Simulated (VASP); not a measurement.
# PtSe2 (P-3m1) in VASP: further runs

The runs below take PtSe2 through single point, with PBE+D3(BJ), PBE+D4, PBE, LDA.

All numbers are computed with VASP 6.6.1; they aren't measurements. Logs are shortened: lines on timing, memory, paths and dates and some standing lists are left out, and cuts for length are marked.

**1. The cell of the first run**

Symmetry: P-3m1, No. 164, trigonal system. Conventional cell: a = 3.772 Å, b = 3.772 Å, c = 4.827 Å, α = 90.00°, β = 90.00°, γ = 120.00°. Pt (site symmetry -3m) has 6 Se at 2.53 Å within 3.3 Å. Se (site symmetry 3m) has 3 Pt at 2.53 Å and 3 Se at 3.14 Å within 3.3 Å.

**2. Single point, PBE+D3(BJ)**

INCAR

```
SYSTEM = PtSe2
  PREC = Accurate
  ENCUT = 520
  EDIFF = 1E-6
  ISMEAR = -1
  SIGMA = 0.02
  LREAL = .FALSE.
  LASPH = .TRUE.
  NELM = 100
  ALGO = Normal
  ISIF = 2
  LWAVE = .FALSE.
  LCHARG = .FALSE.
  GGA = PE
  IVDW = 12
  NBANDS = 18
```

KPOINTS

```
regular mesh
0
G
  12 12 4
  0 0 0
```

POSCAR

```
PtSe2
1.0
    3.7715575124      0.0000000000      0.0000000000
   -1.8857787562      3.2662646176      0.0000000000
    0.0000000000      0.0000000000      4.8273830646
Pt Se
1 2
Direct
    0.0000000000      0.0000000000      0.0000000000
    0.3333333333      0.6666666667      0.2650518669
    0.6666666667      0.3333333333      0.7349481331
```

Potentials or basis: VASP PAW PBE potentials, release 64 (Pt, Se).

On the command line:

```sh
$ cat potpaw_PBE.64/Pt/POTCAR potpaw_PBE.64/Se/POTCAR > POTCAR
$ mpirun -np 1 vasp_std > vasp.out
```

OUTCAR:

```text
SYSTEM = PtSe2
   PREC = Accurate
   ENCUT = 520
   EDIFF = 1E-6
   ISMEAR = -1
   LREAL = .FALSE.
   LASPH = .TRUE.
   NELM = 100
   ISIF = 2
   GGA = PE
   IVDW = 12
 IVDW          = 12

 ion  position               nearest neighbor table
   1  0.000  0.000  0.000-   2 2.53   3 2.53   3 2.53   2 2.53   3 2.53   2 2.53
   2  0.333  0.667  0.265-   1 2.53   1 2.53   1 2.53
   3  0.667  0.333  0.735-   1 2.53   1 2.53   1 2.53

  LATTYP: Found a hexagonal cell.
 ALAT       =     3.7715575124
 C/A-ratio  =     1.2799441739

  Lattice vectors:

 A1 = (   3.7715575124,   0.0000000000,   0.0000000000)
 A2 = (  -1.8857787562,   3.2662646176,   0.0000000000)
 A3 = (   0.0000000000,   0.0000000000,   4.8273830646)

Analysis of symmetry for initial positions (statically):
=====================================================================
 Subroutine PRICEL returns:
 Original cell was already a primitive cell.

 Routine SETGRP: Setting up the symmetry group for a
 hexagonal supercell.

 Subroutine GETGRP returns: Found 12 space group operations
 (whereof 12 operations were pure point group operations)
 out of a pool of 24 trial point group operations.

The static configuration has the point symmetry D_3d.

Analysis of symmetry for dynamics (positions and initial velocities):
=====================================================================
 Subroutine PRICEL returns:
 Original cell was already a primitive cell.

 Routine SETGRP: Setting up the symmetry group for a
 hexagonal supercell.

 Subroutine GETGRP returns: Found 12 space group operations
 (whereof 12 operations were pure point group operations)
 out of a pool of 24 trial point group operations.

The dynamic configuration has the point symmetry D_3d.

 Subroutine INISYM returns: Found 12 space group operations
 (whereof 12 operations are pure point group operations),
 and found     1 'primitive' translations

----------------------------------------------------------------------------------------

                                     Primitive cell

  volume of cell :      59.4681

  direct lattice vectors                    reciprocal lattice vectors
     3.771557512  0.000000000  0.000000000     0.265142450  0.153080065  0.000000000
    -1.885778756  3.266264618  0.000000000     0.000000000  0.306160130  0.000000000
[... 85 lines left out ...]
   ENCUT  =  520.0 eV  38.22 Ry    6.18 a.u.   7.01  7.01  8.98*2*pi/ulx,y,z
   NELM   =    100;   NELMIN=  2; NELMDL= -5     # of ELM steps
   EDIFF  = 0.1E-05   stopping-criterion for ELM
   LREAL  =      F    real-space projection
   EDIFFG = 0.1E-04   stopping-criterion for IOM
   NSW    =      0    number of steps for IOM
   IBRION =     -1    ionic relax: 0-MD 1-quasi-New 2-CG
   NFREE  =      0    steps in history (QN), initial steepest desc. (CG)
   ISIF   =      2    stress and relaxation
   ISYM   =      2    0-nonsym 1-usesym 2-fastsym
   POTIM  = 0.5000    time-step for ionic-motion
   TEBEG  =    0.0;   TEEND  =   0.0 temperature during run
   PSTRESS=    0.0 pullay stress
   NELECT =      22.0000    total number of electrons
   NUPDOWN=      -1.0000    fix difference up-down
   EMIN   =  10.00;   EMAX   =-10.00  energy-range for DOS
   EFERMI =   0.00;   METHOD = LEGACY
   ISMEAR =    -1;   SIGMA  =   0.02  broadening in eV -4-tet -1-fermi 0-gaus
   EFERMI_NEDOS =   21; number of points for ismear=-14 and -15
   IALGO  =     38    algorithm
   IMIX   =      4    mixing-type and parameters
     AMIX     =   0.40;   BMIX     =  1.00
     AMIX_MAG =   1.60;   BMIX_MAG =  1.00
  volume/ion in A,a.u.               =      19.82       133.77
  Fermi-wavevector in a.u.,A,eV,Ry     =   1.175225  2.220854 18.791745  1.381154
  Thomas-Fermi vector in A             =   2.311609
   LORBIT       =      0    0 simple, 1 ext, 2 COOP (PROOUT), +10 PAW based schemes
   GGA     = PE    functional components
   LHFCALC =     F    Hartree Fock is set to
   AEXX    =    0.0000 exact exchange contribution
   IVDW    =    12    specifies the selected vdW correction
   LEPSILON=     F    determine dielectric tensor
   LRPA    =     F    only Hartree local field effects (RPA)
 non-spin polarized calculation
  energy-cutoff  :      520.00
  volume of cell :       59.47
 maximum number of plane-waves:      1620
   NGX = 13   NGY = 13   NGZ = 17

 number of electron      21.9999997 magnetization

 Free energy of the ion-electron system (eV)
  ---------------------------------------------------
  ext. energy  EPLUGINS =         0.00000000
  ---------------------------------------------------
  free energy    TOTEN  =       -14.19583640 eV

  energy without entropy =      -14.19466095  energy(sigma->0) =      -14.19524867

 E-fermi :   6.7152     XC(G=0): -10.8166

 val. band max:        6.6716881038   @ k =   0.3333   0.3333   0.0000
 cond. band min:       6.7404587403   @ k =   0.3333   0.2500   0.0000
 fundamental gap:      0.0687706365
 Fermi energy:         6.7152244054

 k-point     1 :       0.0000    0.0000    0.0000
  band No.  band energies     occupation
      1      -8.9605      2.00000
      2      -5.8730      2.00000
      3      -0.4091      2.00000
      4       0.4698      2.00000
      5       0.4698      2.00000
      6       2.9063      2.00000
[... 481 lines left out ...]
      5       1.2649      2.00000
      6       2.1496      2.00000
[... 10 lines left out ...]
     17      14.9208      0.00000
     18      15.5581      0.00000

 [... further k-points ...]

------------------------ aborting loop because EDIFF is reached ----------------------------------------

 Edisp (eV)   -1.46845

 E8    (eV) :    -0.6309

  FORCE on cell =-STRESS in cart. coord.  units (eV):
  Direction    XX          YY          ZZ          XY          YZ          ZX
  --------------------------------------------------------------------------------------
  -------------------------------------------------------------------------------------
  Total      -0.00357    -0.00357    -0.01861     0.00000     0.00000     0.00000
  in kB      -0.09607    -0.09607    -0.50147     0.00000     0.00000     0.00000
  external pressure =       -0.23 kB  Pullay stress =        0.00 kB

 VOLUME and BASIS-vectors are now :
 -----------------------------------------------------------------------------
  energy-cutoff  :      520.00
  volume of cell :       59.47
      direct lattice vectors                 reciprocal lattice vectors
     3.771557512  0.000000000  0.000000000     0.265142450  0.153080065  0.000000000
    -1.885778756  3.266264618  0.000000000     0.000000000  0.306160130  0.000000000
     0.000000000  0.000000000  4.827383065     0.000000000  0.000000000  0.207151574

 POSITION                                       TOTAL-FORCE (eV/Angst)
 -----------------------------------------------------------------------------------
      0.00000      0.00000      0.00000        -0.000000      0.000000      0.000000
     -0.00000      2.17751      1.27951        -0.000000      0.000000      0.007847
      1.88578      1.08875      3.54788         0.000000     -0.000000     -0.007847
 -----------------------------------------------------------------------------------
    total drift:                               -0.000000      0.000000      0.000000

  FREE ENERGIE OF THE ION-ELECTRON SYSTEM (eV)
  ---------------------------------------------------
  free  energy   TOTEN  =       -15.6642834241 eV

  energy  without entropy=      -15.6631079712  energy(sigma->0) =      -15.66369570
```

OSZICAR:

```text
N       E                     dE             d eps       ncg     rms          rms(c)
DAV:   1     0.111602489827E+03    0.11160E+03   -0.10111E+04  2500   0.108E+03
DAV:   2    -0.973217226790E+01   -0.12133E+03   -0.11736E+03  3066   0.213E+02
DAV:   3    -0.148913057835E+02   -0.51591E+01   -0.51232E+01  2994   0.436E+01
DAV:   4    -0.149301404661E+02   -0.38835E-01   -0.38813E-01  3072   0.410E+00
DAV:   5    -0.149305308273E+02   -0.39036E-03   -0.39035E-03  2988   0.402E-01    0.121E+01
DAV:   6    -0.144286369910E+02    0.50189E+00   -0.42439E+00  2562   0.182E+01    0.785E+00
DAV:   7    -0.142129171961E+02    0.21572E+00   -0.81846E-01  2550   0.874E+00    0.381E+00
DAV:   8    -0.141977790352E+02    0.15138E-01   -0.49388E-02  2726   0.156E+00    0.812E-01
DAV:   9    -0.141956976490E+02    0.20814E-02   -0.64956E-03  2770   0.763E-01    0.168E-01
DAV:  10    -0.141958346168E+02   -0.13697E-03   -0.12055E-03  2880   0.208E-01    0.370E-02
DAV:  11    -0.141958344071E+02    0.20970E-06   -0.39288E-05  3024   0.415E-02    0.285E-02
DAV:  12    -0.141958360245E+02   -0.16174E-05   -0.70170E-06  2742   0.163E-02    0.642E-03
DAV:  13    -0.141958363985E+02   -0.37398E-06   -0.87062E-07  2308   0.574E-03
   1 F= -.15664283E+02 E0= -.15663696E+02  d E =-.117545E-02
```

Wall time 74 s (1 thread of Intel Xeon 6975P-C, shared host); peak memory 0.23 GiB.

What came out:

| Property | Result |
| --- | --- |
| Free energy | -15.6643 eV |
| Pressure | 0.0 GPa |
| Largest force | 0.008 eV/Å |
| Band gap on the k mesh | zero (band 11 reaches 7.48 eV, above the bottom of band 12 at 6.66 eV) |
| Dispersion energy per atom | -0.489 eV |

Forces on the atoms (eV/Å):
```
Pt   0.000  0.000  0.000
Se   0.000  0.000  0.008
Se   0.000  0.000 -0.008
```

Caveat: spin-orbit coupling is left out, which moves the levels of the heavy elements; pairwise dispersion overbinds metals, which lowers pressure and volume.

**3. Single point, PBE+D4**

INCAR

```
SYSTEM = PtSe2
ALGO     = Normal         ! electronic algorithm
EDIFF    = 1E-7           ! SCF threshold, eV
ENCUT    = 520            ! plane-wave cutoff, eV
GGA      = PE             ! functional
ISIF     = 2              ! what is computed and relaxed
ISMEAR   = -1             ! smearing method
IVDW     = 13             ! dispersion correction
LASPH    = .TRUE.         ! aspherical terms in the spheres
LCHARG   = .FALSE.        ! write CHGCAR
LREAL    = .FALSE.        ! projectors in reciprocal space
LWAVE    = .FALSE.        ! write WAVECAR
NBANDS   = 18             ! bands
NELM     = 100            ! most SCF steps
PREC     = Accurate       ! precision mode
SIGMA    = 0.02           ! smearing width, eV
```

KPOINTS

```
k-points
0
G
  12 12 6
  0 0 0
```

POSCAR

```
PtSe2
1.0
    3.7721905159      0.0000000000      0.0000000000
   -1.8860952579      3.2668128146      0.0000000000
    0.0000000000      0.0000000000      4.8276700291
Pt Se
1 2
Direct
    0.0000000000      0.0000000000      0.0000000000
    0.3333333333      0.6666666667      0.2654130777
    0.6666666667      0.3333333333      0.7345869223
```

Potentials or basis: VASP PAW PBE potentials, release 64 (Pt, Se).

On the command line:

```sh
$ cat potpaw_PBE.64/Pt/POTCAR potpaw_PBE.64/Se/POTCAR > POTCAR
$ mpirun -np 1 vasp_std > vasp.out
```

It took 89 s on 1 thread of Intel Xeon 6975P-C, shared host; peak memory 0.25 GiB.

The run converged. Its results:

| Property | Result |
| --- | --- |
| Free energy | -15.7366 eV |
| Pressure | 0.0 GPa |
| Largest force | 0.007 eV/Å |
| Band gap on the k mesh | zero (band 11 reaches 7.47 eV, above the bottom of band 12 at 6.66 eV) |
| Dispersion energy per atom | -0.513 eV |

Forces on the atoms (eV/Å):
```
Pt   0.000  0.000  0.000
Se   0.000  0.000  0.007
Se   0.000  0.000 -0.007
```

Levels at points of the mesh, in eV from the Fermi level:
```
           k point  band 7  band 8  band 9  band 10  band 11  band 12  band 13  band 14  band 15  band 16
(0.00, 0.00, 0.00)   -3.81   -2.50   -1.03    -1.03     0.75     1.04     1.04     3.34     4.07     7.25
(0.50, 0.00, 0.00)   -3.73   -3.73   -3.34    -3.28    -2.93     0.47     2.46     5.00     6.09     6.98
(0.00, 0.00, 0.50)   -3.86   -2.93   -1.74    -1.74    -1.73     2.29     2.29     4.97     6.48     6.55
(0.50, 0.00, 0.50)   -3.38   -3.36   -3.09    -2.61    -1.13     0.59     1.43     4.88     4.89     7.67
```

Caveat: spin-orbit coupling is left out, which moves the levels of the heavy elements; pairwise dispersion overbinds metals, which lowers pressure and volume.

**4. Single point, PBE**

This run uses another cell than the first one, of 21.18 Å³/atom, 1.068 times its volume.

INCAR

```
SYSTEM = PtSe2
  PREC = Accurate
  ENCUT = 520
  EDIFF = 1E-6
  ISMEAR = -1
  SIGMA = 0.02
  LREAL = .False.
  LASPH = .True.
  NELM = 80
  ALGO = Normal
  ISIF = 2
  LWAVE = .False.
  LCHARG = .False.
  GGA = PE
  NBANDS = 18
```

KPOINTS

```
regular mesh
0
Gamma
  12 12 6
  0 0 0
```

POSCAR

```
PtSe2
1.0
    3.7286503637      0.0000000000      0.0000000000
   -1.8643251819      3.2291059368      0.0000000000
    0.0000000000      0.0000000000      5.2771566385
Pt Se
1 2
Direct
    0.0000000000      0.0000000000      0.0000000000
    0.3333333333      0.6666666667      0.2462188963
    0.6666666667      0.3333333333      0.7537811037
```

On the command line:

```sh
$ cat potpaw_PBE.64/Pt/POTCAR potpaw_PBE.64/Se/POTCAR > POTCAR
$ mpirun -np 1 vasp_std > vasp.out
```

Run time: 1.9 min. Hardware: 1 thread of Intel Xeon 6975P-C, shared host; peak memory 0.26 GiB.

It converged, with:

| Property | Result |
| --- | --- |
| Free energy | -14.2464 eV |
| Pressure | 3.8 GPa |
| Largest force | 0.173 eV/Å |
| Band gap on the k mesh | zero (band 11 reaches 6.19 eV, above the bottom of band 12 at 6.03 eV) |

Forces in eV/Å, atoms in the order of the input:
```
Pt   0.000  0.000  0.000
Se   0.000  0.000  0.173
Se   0.000  0.000 -0.173
```

Stress tensor (GPa, compression positive):
```
4.33 0.00 0.00
0.00 4.33 0.00
0.00 0.00 2.59
```

Levels at points of the mesh, in eV from the Fermi level:
| k point | band 9 | band 10 | band 11 | band 12 | band 13 | band 14 |
| --- | --- | --- | --- | --- | --- | --- |
| (0.00, 0.00, 0.00) | -1.04 | -1.04 | 0.16 | 1.50 | 1.50 | 3.82 |
| (0.50, 0.00, 0.00) | -3.35 | -3.30 | -2.96 | 0.68 | 2.13 | 4.60 |
| (0.00, 0.00, 0.50) | -1.82 | -1.37 | -1.37 | 2.15 | 2.15 | 4.73 |
| (0.50, 0.00, 0.50) | -3.15 | -2.76 | -1.54 | 1.05 | 1.46 | 4.21 |

Caveat: spin-orbit coupling is left out, which moves the levels of the heavy elements.

[end of part 1 of 2]
